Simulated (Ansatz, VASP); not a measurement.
Zr3O: VASP beside Ansatz

Contents of INCAR:

```
SYSTEM = Zr3O
  PREC = Accurate
  ENCUT = 520
  EDIFF = 1E-6
  ISMEAR = 0
  SIGMA = 0.15
  LREAL = .False.
  LASPH = .True.
  NELM = 60
  ALGO = Normal
  ISIF = 2
  LWAVE = .False.
  LCHARG = .False.
  GGA = PS
  NBANDS = 52
```

KPOINTS

```
Automatic mesh
0
Gamma
  9 9 8
  0 0 0
```

File POSCAR:

```
Zr3O
1.0
    5.4682318713      0.0000000000      0.0000000000
   -2.7341159356      4.7356277143      0.0000000000
    0.0000000000      0.0000000000      5.3769123990
Zr O
6 2
Direct
    0.3529025719      0.0000000000      0.0000000000
    0.3529025719      0.3529025719      0.5000000000
    0.0000000000      0.3529025719      0.0000000000
    0.6470974281      0.0000000000      0.5000000000
    0.6470974281      0.6470974281      0.0000000000
    0.0000000000      0.6470974281      0.5000000000
    0.3333333333      0.6666666667      0.2500000000
    0.6666666667      0.3333333333      0.7500000000
```

Input for Ansatz:

```yaml
crystal:
  lattice:
    - [5.4682318713, 0.0, 0.0]
    - [-2.7341159356, 4.7356277143, 0.0]
    - [0.0, 0.0, 5.376912399]
  atoms:
    - { symbol: Zr, position: [0.3529025719, 0.0, 0.0] }
    - { symbol: Zr, position: [0.3529025719, 0.3529025719, 0.5] }
    - { symbol: Zr, position: [0.0, 0.3529025719, 0.0] }
    - { symbol: Zr, position: [0.6470974281, 0.0, 0.5] }
    - { symbol: Zr, position: [0.6470974281, 0.6470974281, 0.0] }
    - { symbol: Zr, position: [0.0, 0.6470974281, 0.5] }
    - { symbol: O, position: [0.3333333333, 0.6666666667, 0.25] }
    - { symbol: O, position: [0.6666666667, 0.3333333333, 0.75] }
basis:
  ecutwfc: 520.0
kpoints:
  mp_grid: { grid: [9, 9, 8] }
hamiltonian:
  xc: pbesol
  pseudopotentials: { kind: paw, azcp: { folder: soft_1 } }
scf:
  occupations: { method: gaussian, width: 0.15 }
output:
  forces: true
  stress: true
  eigenvalues: true
  write_density: true
  write_potential: true
  elf: true
  volumetric_format: npy
```

Alike in both runs: task single point; functional PBEsol; k mesh 9 × 9 × 8; occupations gaussian, width 0.15 eV; no spin polarisation.

|  | VASP | Ansatz |
| --- | --- | --- |
| version | VASP 6.6.1 | Ansatz 0.2.0 |
| potentials or method | VASP PAW PBE potentials, release 64 (Zr_sv, O), cutoff 520 eV | scalar-relativistic, plane waves, PAW |
| valence electrons in the cell | 84 | 84 |

|  | VASP | Ansatz | Ansatz less VASP |
| --- | --- | --- | --- |
| gap on the k mesh at the Fermi level (eV) | none | none | - |
| pressure (GPa) | 2.8 | 2.6 | -0.16 |
| traceless stress, the component that is largest in VASP (GPa) | -5.03 | -5.05 | -0.024 |
| rms of the force components (eV/Å) | 0.473 | 0.466 | -0.0068 |

VASP's potentials were made for PBE, not for PBEsol, and Ansatz warns of the same on its side. Atom by atom the forces differ by 0.007 eV/Å (rms over components). A gap of «none» marks a metal or a gap that the smearing closes.
